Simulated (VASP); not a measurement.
# Al3Cl in VASP: notebook

The runs below take Al3Cl through single point, with PBE.

Program: VASP 6.6.1. These are calculated values, not measurements. Logs are shortened: lines on timing, memory, paths and dates and some standing lists are left out, and cuts for length are marked.

## Step 1: The cell of the first run

The cell holds a slab with vacuum, 4 atoms: a = 2.857 Å, b = 2.857 Å, c = 20.101 Å, α = 90.00°, β = 90.00°, γ = 120.00°.

## Step 2: Single point, PBE

Input file INCAR:

```
PREC     = Accurate       # precision mode
ENCUT    = 520            # plane-wave cutoff, eV
EDIFF    = 1E-6           # SCF threshold, eV
ISMEAR   = 0              # smearing method
SIGMA    = 0.1            # smearing width, eV
LREAL    = F              # projectors in reciprocal space
LASPH    = T              # aspherical terms in the spheres
NELM     = 80             # most SCF steps
ALGO     = Normal         # electronic algorithm
ISIF     = 2              # what is computed and relaxed
LWAVE    = F              # write WAVECAR
LCHARG   = F              # write CHGCAR
LDIPOL   = T            
IDIPOL   = 3            
DIPOL    = 0.5 0.5 0.365
GGA      = PE             # functional
NBANDS   = 16             # bands
```

Input file KPOINTS:

```
regular mesh
0
Gamma
  9 9 1
```

Input file POSCAR:

```
Al3Cl
1.0
    2.8567582918      0.0000000000      0.0000000000
   -1.4283791459      2.4740252532      0.0000000000
    0.0000000000      0.0000000000     20.1013782055
Al Cl
3 1
Direct
    0.6666666667      0.3333333334      0.1989913308
    0.3333333333      0.6666666666      0.3134471548
    0.0000000000      0.0000000000      0.4278999240
    0.0000000000      0.5000000000      0.5183737115
```

Potentials or basis: VASP PAW PBE potentials, release 64 (Al, Cl).

Launch:

```
$ cat potpaw_PBE.64/Al/POTCAR potpaw_PBE.64/Cl/POTCAR > POTCAR
$ mpirun -np 1 vasp_std > vasp.out
```

OUTCAR:

```text
PREC = Accurate
   ENCUT = 520
   EDIFF = 1E-6
   ISMEAR = 0
   LREAL = F
   LASPH = T
   NELM = 80
   ISIF = 2
   GGA = PE

 ion  position               nearest neighbor table
   1  0.667  0.333  0.199-   2 2.83   2 2.83   2 2.83
   2  0.333  0.667  0.313-   3 2.83   3 2.83   3 2.83   1 2.83   1 2.83   1 2.83
   3  0.000  0.000  0.428-   4 2.31   4 2.31   2 2.83   2 2.83   2 2.83
   4  0.000  0.500  0.518-   3 2.31   3 2.31

  LATTYP: Found a hexagonal cell.
 ALAT       =     2.8567582918
 C/A-ratio  =     7.0364294603

  Lattice vectors:

 A1 = (   2.8567582918,   0.0000000000,   0.0000000000)
 A2 = (  -1.4283791459,   2.4740252532,   0.0000000000)
 A3 = (   0.0000000000,   0.0000000000,  20.1013782055)

Analysis of symmetry for initial positions (statically):
=====================================================================
 Subroutine PRICEL returns:
 Original cell was already a primitive cell.

 Routine SETGRP: Setting up the symmetry group for a
 hexagonal supercell.

 Subroutine GETGRP returns: Found  2 space group operations
 (whereof  2 operations were pure point group operations)
 out of a pool of 24 trial point group operations.

The static configuration has the point symmetry C_1h.

Analysis of symmetry for dynamics (positions and initial velocities):
=====================================================================
 Subroutine PRICEL returns:
 Original cell was already a primitive cell.

 Routine SETGRP: Setting up the symmetry group for a
 hexagonal supercell.

 Subroutine GETGRP returns: Found  2 space group operations
 (whereof  2 operations were pure point group operations)
 out of a pool of 24 trial point group operations.

The dynamic configuration has the point symmetry C_1h.

 Subroutine INISYM returns: Found  2 space group operations
 (whereof  2 operations are pure point group operations),
 and found     1 'primitive' translations

----------------------------------------------------------------------------------------

                                     Primitive cell

  volume of cell :     142.0704

  direct lattice vectors                    reciprocal lattice vectors
     2.856758292  0.000000000  0.000000000     0.350047116  0.202099796  0.000000000
    -1.428379146  2.474025253  0.000000000     0.000000000  0.404199593  0.000000000
     0.000000000  0.000000000 20.101378206     0.000000000  0.000000000  0.049747833

  length of vectors
     2.856758292  2.856758292 20.101378206     0.404199593  0.404199593  0.049747833

  position of ions in fractional coordinates (direct lattice)
     0.666666667  0.333333333  0.198991331
     0.333333333  0.666666667  0.313447155
     0.000000000  0.000000000  0.427899924
     0.000000000  0.500000000  0.518373711

  ion indices of the primitive-cell ions
   primitive index   ion index
                 1           1
                 2           2
                 3           3
                 4           4

----------------------------------------------------------------------------------------

 KPOINTS: regular mesh

Automatic generation of k-mesh.
 Grid dimensions read from file:
 generate k-points for:    9    9    1

 Generating k-lattice:

  Cartesian coordinates                     Fractional coordinates (reciprocal lattice)
     0.038894124  0.022455533  0.000000000     0.111111111  0.000000000  0.000000000
     0.000000000  0.044911066  0.000000000     0.000000000  0.111111111  0.000000000
     0.000000000  0.000000000  0.049747833     0.000000000  0.000000000  1.000000000

  Length of vectors
     0.044911066  0.044911066  0.049747833

  Shift w.r.t. Gamma in fractional coordinates (k-lattice)
     0.000000000  0.000000000  0.000000000

 Subroutine IBZKPT returns following result:
 ===========================================

 Found     25 irreducible k-points:

 Following reciprocal coordinates:
            Coordinates               Weight
  0.000000  0.000000  0.000000      1.000000
  0.111111  0.000000  0.000000      2.000000
  0.000000  0.111111  0.000000      4.000000
  0.222222  0.000000  0.000000      2.000000
  0.000000  0.222222  0.000000      4.000000
  0.333333  0.000000  0.000000      2.000000
[... 16 lines left out ...]
 -0.222222 -0.444444  0.000000      4.000000
  0.444444  0.333333  0.000000      4.000000
   k-points           NKPTS =     25   k-points in BZ     NKDIM =     25   number of bands    NBANDS=     16
   number of dos      NEDOS =    301   number of ions     NIONS =      4
   total plane-waves  NPLWV =  86400
   dimension x,y,z NGX =    24 NGY =   24 NGZ =  150
   dimension x,y,z NGXF=    48 NGYF=   48 NGZF=  300
   ions per type =               3   1
   NGX,Y,Z   is equivalent  to a cutoff of  13.97, 13.97, 12.41 a.u.
   NGXF,Y,Z  is equivalent  to a cutoff of  27.93, 27.93, 24.81 a.u.
 SYSTEM =  unknown system
   PREC   = accura    normal or accurate (medium, high low for compatibility)
   ISTART =      0    job   : 0-new  1-cont  2-samecut
   ICHARG =      2    charge: 1-file 2-atom 10-const
   ISPIN  =      1    spin polarized calculation?
   LNONCOLLINEAR =      F non collinear calculations
   LSORBIT =      F    spin-orbit coupling
   LASPH  =      T    aspherical Exc in radial PAW
   ENCUT  =  520.0 eV  38.22 Ry    6.18 a.u.   5.31  5.31 37.38*2*pi/ulx,y,z
   NELM   =     80;   NELMIN=  2; NELMDL= -5     # of ELM steps
   EDIFF  = 0.1E-05   stopping-criterion for ELM
   LREAL  =      F    real-space projection
   EDIFFG = 0.1E-04   stopping-criterion for IOM
   NSW    =      0    number of steps for IOM
   IBRION =     -1    ionic relax: 0-MD 1-quasi-New 2-CG
   NFREE  =      0    steps in history (QN), initial steepest desc. (CG)
   ISIF   =      2    stress and relaxation
   ISYM   =      2    0-nonsym 1-usesym 2-fastsym
   POTIM  = 0.5000    time-step for ionic-motion
   TEBEG  =    0.0;   TEEND  =   0.0 temperature during run
   PSTRESS=    0.0 pullay stress
   NELECT =      16.0000    total number of electrons
   NUPDOWN=      -1.0000    fix difference up-down
   EMIN   =  10.00;   EMAX   =-10.00  energy-range for DOS
   EFERMI =   0.00;   METHOD = LEGACY
   ISMEAR =     0;   SIGMA  =   0.10  broadening in eV -4-tet -1-fermi 0-gaus
   EFERMI_NEDOS =   21; number of points for ismear=-14 and -15
   IALGO  =     38    algorithm
   IMIX   =      4    mixing-type and parameters
     AMIX     =   0.40;   BMIX     =  1.00
     AMIX_MAG =   1.60;   BMIX_MAG =  1.00
  volume/ion in A,a.u.               =      35.52       239.68
  Fermi-wavevector in a.u.,A,eV,Ry     =   0.790582  1.493984  8.503915  0.625020
  Thomas-Fermi vector in A             =   1.895952
   LORBIT       =      0    0 simple, 1 ext, 2 COOP (PROOUT), +10 PAW based schemes
   GGA     = PE    functional components
   LHFCALC =     F    Hartree Fock is set to
   AEXX    =    0.0000 exact exchange contribution
   IVDW    =     0    specifies the selected vdW correction
   LEPSILON=     F    determine dielectric tensor
   LRPA    =     F    only Hartree local field effects (RPA)
 non-spin polarized calculation
 Gauss-broadening in eV      SIGMA  =   0.10
  energy-cutoff  :      520.00
  volume of cell :      142.07
 maximum number of plane-waves:      3849
 NGX is ok and might be reduce to    24
   NGX = 11   NGY = 11   NGZ = 75

 dipolmoment           0.000000      0.000000     -0.095790 electrons x Angstroem

 number of electron      15.9999999 magnetization

 dipolmoment           0.000000      0.000000      0.020781 electrons x Angstroem

 Free energy of the ion-electron system (eV)
  ---------------------------------------------------
  ext. energy  EPLUGINS =         0.00000000
  ---------------------------------------------------
  free energy    TOTEN  =       -12.98397360 eV

  energy without entropy =      -12.97897226  energy(sigma->0) =      -12.98147293

 E-fermi :   1.2161     XC(G=0):  -5.3916

 val. band max:        1.0408666193   @ k =   0.3333   0.2222   0.0000
 cond. band min:       1.2354440171   @ k =   0.2222   0.0000   0.0000
 fundamental gap:      0.1945773978
 Fermi energy:         1.2161161598

 k-point     1 :       0.0000    0.0000    0.0000
  band No.  band energies     occupation
      1     -16.9231      2.00000
      2      -9.4947      2.00000
      3      -8.0298      2.00000
      4      -5.9179      2.00000
      5      -3.2303      2.00000
      6       0.0454      2.00000
[... 8 lines left out ...]
     15      10.4535      0.00000
     16      11.2073      0.00000

 k-point     2 :       0.1111    0.0000    0.0000
  band No.  band energies     occupation
      1     -16.7307      2.00000
      2      -9.2036      2.00000
      3      -7.7571      2.00000
      4      -5.6655      2.00000
      5      -2.9886      2.00000
      6      -0.4940      2.00000
[... 8 lines left out ...]
     15       9.0929      0.00000
     16       9.8249      0.00000

 k-point     3 :       0.0000    0.1111    0.0000
  band No.  band energies     occupation
      1     -16.7244      2.00000
      2      -9.2038      2.00000
      3      -7.7580      2.00000
      4      -5.6662      2.00000
      5      -2.9809      2.00000
      6      -0.9509      2.00000
[... 8 lines left out ...]
     15       9.2377      0.00000
     16       9.7110      0.00000
[... 362 lines left out ...]
 k-point    23 :      -0.2222   -0.4444    0.0000
  band No.  band energies     occupation
      1     -14.4485      2.00000
      2      -6.3441      2.00000
      3      -4.4278      2.00000
      4      -3.5503      2.00000
      5      -3.4649      2.00000
      6      -1.7017      2.00000
[... 8 lines left out ...]
     15       6.3351      0.00000
     16       7.7756      0.00000

 k-point    24 :       0.4444    0.3333    0.0000
  band No.  band energies     occupation
      1     -14.4789      2.00000
      2      -6.1216      2.00000
      3      -4.4319      2.00000
      4      -3.6583      2.00000
      5      -3.5351      2.00000
      6      -1.7323      2.00000
[... 8 lines left out ...]
     15       6.3106      0.00000
     16       8.3966      0.00000

 [... further k-points ...]

------------------------ aborting loop because EDIFF is reached ----------------------------------------

 vacuum level on the upper side and lower side of the slab       (xc-potential included)         0.238        -0.282

  FORCE on cell =-STRESS in cart. coord.  units (eV):
  Direction    XX          YY          ZZ          XY          YZ          ZX
  --------------------------------------------------------------------------------------
  -------------------------------------------------------------------------------------
  Total        5.0662382      5.2294574      0.3160178     -0.1413520     -0.0790781     -0.1369672
  in kB       57.1337493     58.9744295      3.5638433     -1.5940758     -0.8917914     -1.5446276
  external PRESSURE =      39.8906740 kB  Pullay stress =       0.0000000 kB

 VOLUME and BASIS-vectors are now :
 -----------------------------------------------------------------------------
  energy-cutoff  :      520.00
  volume of cell :      142.07
      direct lattice vectors                 reciprocal lattice vectors
     2.856758292  0.000000000  0.000000000     0.350047116  0.202099796  0.000000000
    -1.428379146  2.474025253  0.000000000     0.000000000  0.404199593  0.000000000
     0.000000000  0.000000000 20.101378206     0.000000000  0.000000000  0.049747833

 POSITION                                       TOTAL-FORCE (eV/Angst)
 -----------------------------------------------------------------------------------
      1.42838      0.82468      4.00000        -0.026937     -0.015552     -0.187630
     -0.00000      1.64935      6.30072         0.070410      0.040651      0.222690
      0.00000      0.00000      8.60138         0.010980      0.006339     -0.023611
     -0.71419      1.23701     10.42003        -0.054453     -0.031439     -0.011448
 -----------------------------------------------------------------------------------
    total drift:                               -0.000009     -0.000005     -0.000052

  FREE ENERGIE OF THE ION-ELECTRON SYSTEM (eV)
  ---------------------------------------------------
  free  energy   TOTEN  =       -12.9839736046 eV

  energy  without entropy=      -12.9789722556  energy(sigma->0) =      -12.98147293

 vacuum level on the upper side and lower side of the slab         5.883         5.278
```

Run time: 36 s. Hardware: 1 thread of Intel Xeon 6975P-C (Granite Rapids), shared host; peak memory 0.28 GiB.

Results:

```yaml
Free_energy: -12.9840 eV
Largest_force: 0.237 eV/Å
Band_gap_on_the_k_mesh: zero (band 8 reaches 1.92 eV, above the bottom of band 9 at 0.38 eV)
```

Forces on the atoms (eV/Å):
```
Al  -0.027 -0.016 -0.188
Al   0.070  0.041  0.223
Al   0.011  0.006 -0.024
Cl  -0.054 -0.031 -0.011
```

Levels at points of the mesh, in eV from the Fermi level:
| k point | band 6 | band 7 | band 8 | band 9 | band 10 | band 11 |
| --- | --- | --- | --- | --- | --- | --- |
| (0.00, 0.00, 0.00) | -1.17 | -0.95 | -0.60 | 2.48 | 4.15 | 4.37 |

## Step 3: Single point, PBE

Input file INCAR:

```
PREC = Accurate
ENCUT = 520
EDIFF = 1E-6
ISMEAR = 0
SIGMA = 0.1
LREAL = False
LASPH = True
NELM = 100
ALGO = Normal
ISIF = 2
LWAVE = False
LCHARG = True
LDIPOL = True
IDIPOL = 3
DIPOL = 0.5 0.5 0.367
GGA = PE
LELF = True
LVHAR = True
LVACPOTAV = True
NBANDS = 16
```

Input file KPOINTS:

```
Automatic mesh
0
Gamma
  9 9 1
```

Input file POSCAR:

```
Al3Cl
1.0
    2.8567582918      0.0000000000      0.0000000000
   -1.4283791459      2.4740252532      0.0000000000
    0.0000000000      0.0000000000     20.1013782055
Al Cl
3 1
Direct
    0.6666666667      0.3333333333      0.1989913308
    0.3333333334      0.6666666667      0.3134471548
    0.0000000000      0.0000000000      0.4278999240
    0.1666666667      0.3333333333      0.5281570362
```

Potentials or basis: VASP PAW PBE potentials, release 64 (Al, Cl).

Launch:

```
$ cat potpaw_PBE.64/Al/POTCAR potpaw_PBE.64/Cl/POTCAR > POTCAR
$ mpirun -np 1 vasp_std > vasp.out
```

OUTCAR:

```text
PREC = Accurate
   ENCUT = 520
   EDIFF = 1E-6
   ISMEAR = 0
   LREAL = False
   LASPH = True
   NELM = 100
   ISIF = 2
   GGA = PE

 ion  position               nearest neighbor table
   1  0.667  0.333  0.199-   2 2.83   2 2.83   2 2.83
   2  0.333  0.667  0.313-   3 2.83   3 2.83   3 2.83   1 2.83   1 2.83   1 2.83
   3  0.000  0.000  0.428-   4 2.18   2 2.83   2 2.83   2 2.83   4 2.97   4 2.97
   4  0.167  0.333  0.528-   3 2.18   3 2.97   3 2.97

  LATTYP: Found a hexagonal cell.
 ALAT       =     2.8567582918
 C/A-ratio  =     7.0364294603

  Lattice vectors:

 A1 = (   2.8567582918,   0.0000000000,   0.0000000000)
 A2 = (  -1.4283791459,   2.4740252532,   0.0000000000)
 A3 = (   0.0000000000,   0.0000000000,  20.1013782055)

Analysis of symmetry for initial positions (statically):
=====================================================================
 Subroutine PRICEL returns:
 Original cell was already a primitive cell.

 Routine SETGRP: Setting up the symmetry group for a
 hexagonal supercell.

 Subroutine GETGRP returns: Found  2 space group operations
 (whereof  2 operations were pure point group operations)
 out of a pool of 24 trial point group operations.

The static configuration has the point symmetry C_1h.

[... 170 lines left out ...]
 val. band max:        0.8236979192   @ k =   0.1111   0.0000   0.0000
 cond. band min:       0.8832581178   @ k =   0.0000   0.1111   0.0000
 fundamental gap:      0.0595601986
 Fermi energy:         0.8633270687

 k-point     1 :       0.0000    0.0000    0.0000
  band No.  band energies     occupation
      1     -16.2007      2.00000
      2      -9.7770      2.00000
      3      -8.1606      2.00000
      4      -5.9774      2.00000
      5      -3.5642      2.00000
      6      -0.3022      2.00000
[... 433 lines left out ...]
      3      -4.2578      2.00000
      4      -3.5758      2.00000
      5      -2.9014      2.00000
      6      -2.0209      2.00000
[... 8 lines left out ...]
     15       6.5111      0.00000
     16       8.0292      0.00000

 [... further k-points ...]
[... 5 lines left out ...]
  --------------------------------------------------------------------------------------
  -------------------------------------------------------------------------------------
  Total        3.6722736      3.9599693      0.7631675      0.0000000     -0.1651955      0.0000000
  in kB       41.4135204     44.6579668      8.6065079      0.0000000     -1.8629677      0.0000000
  external PRESSURE =      31.5593317 kB  Pullay stress =       0.0000000 kB

 VOLUME and BASIS-vectors are now :
 -----------------------------------------------------------------------------
  energy-cutoff  :      520.00
  volume of cell :      142.07
      direct lattice vectors                 reciprocal lattice vectors
     2.856758292  0.000000000  0.000000000     0.350047116  0.202099796  0.000000000
    -1.428379146  2.474025253  0.000000000     0.000000000  0.404199593  0.000000000
     0.000000000  0.000000000 20.101378206     0.000000000  0.000000000  0.049747833

 POSITION                                       TOTAL-FORCE (eV/Angst)
 -----------------------------------------------------------------------------------
      1.42838      0.82468      4.00000         0.000000      0.018518     -0.227798
      0.00000      1.64935      6.30072        -0.000000      0.041387      0.099789
      0.00000      0.00000      8.60138         0.000000     -0.067435      0.150464
      0.00000      0.82468     10.61668         0.000000      0.007530     -0.022455
 -----------------------------------------------------------------------------------
    total drift:                               -0.000000     -0.000082      0.000077

  FREE ENERGIE OF THE ION-ELECTRON SYSTEM (eV)
  ---------------------------------------------------
  free  energy   TOTEN  =       -12.8415134696 eV

  energy  without entropy=      -12.8349298996  energy(sigma->0) =      -12.83822168

 vacuum level on the upper side and lower side of the slab         6.336         5.101
```

It took 52 s on 1 thread of Intel Xeon 6975P-C (Granite Rapids), shared host; peak memory 0.29 GiB.

Results:

* Free energy: -12.8415 eV
* Largest force: 0.229 eV/Å
* Band gap on the k mesh: zero (band 8 reaches 1.33 eV, above the bottom of band 9 at 0.09 eV)

Forces in eV/Å, atoms in the order of the input:
```
Al   0.000  0.019 -0.228
Al   0.000  0.041  0.100
Al   0.000 -0.067  0.150
Cl   0.000  0.008 -0.022
```

Levels at points of the mesh, in eV from the Fermi level:
```
           k point  band 6  band 7  band 8  band 9  band 10  band 11
(0.00, 0.00, 0.00)   -1.17    0.14    0.25    2.34     4.26     4.95
```

(Continued in part 2 of 2.)
